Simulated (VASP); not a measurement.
Here is a VASP 6.6.1 calculation.

INCAR

```
PREC = Accurate
ENCUT = 600
EDIFF = 1E-6
ISMEAR = 0
SIGMA = 0.1
LREAL = False
LASPH = True
NELM = 80
ALGO = Normal
ISIF = 3
LWAVE = False
LCHARG = False
GGA = PE
IBRION = 2
NSW = 90
EDIFFG = -0.04
```

Contents of KPOINTS:

```
Automatic mesh
0
Gamma
  4 4 4
```

The input POSCAR:

```
CsAg2
1.0
    5.7592858835      0.0000000000      0.0000000000
    0.0000000000      5.7592858835      0.0000000000
    0.0000000000      0.0000000000      5.7592858835
Cs Ag
2 4
Direct
    0.0000000000      0.0000000000      0.0000000000
    0.5000000000      0.5000000000      0.5000000000
    0.2500000000      0.2500000000      0.2500000000
    0.2500000000      0.7500000000      0.7500000000
    0.7500000000      0.7500000000      0.2500000000
    0.7500000000      0.2500000000      0.7500000000
```

Potentials or basis: VASP PAW PBE potentials, release 64 (Cs_sv, Ag).

Launch:

```bash
$ cat potpaw_PBE.64/Cs_sv/POTCAR potpaw_PBE.64/Ag/POTCAR > POTCAR
$ mpirun -np 1 vasp_std > vasp.out
```

Q: What does it give for the relaxed cell?

A: a = 8.047 Å, b = 8.047 Å, c = 8.047 Å, α = 90.00°, β = 90.00°, γ = 90.00°.

Q: Predict the relaxed volume.

A: 86.84 Å³/atom.

Q: What does it give for the band gap on the k mesh?

A: Zero (band 31 reaches -1.31 eV, above the bottom of band 32 at -1.61 eV).

Q: Predict the space group after relaxing (to 0.05 Å).

A: Pn-3m (No. 224).

The path:
```tsv
step	energy change (eV)	largest force (eV/Å)	pressure (GPa)	volume (Å³)
1	0.0000	0.0000	20.30	191.03
2	-7.1660	0.0000	2.87	325.65
3	-7.8409	0.0000	1.36	378.76
4	-8.2830	0.0000	0.13	501.70
5	-8.2944	0.0000	0.07	521.04
```

Caveat: the volume moved by over 15 % at a fixed basis, so the end points are rough; spin-orbit coupling is left out, which moves the levels of the heavy elements.
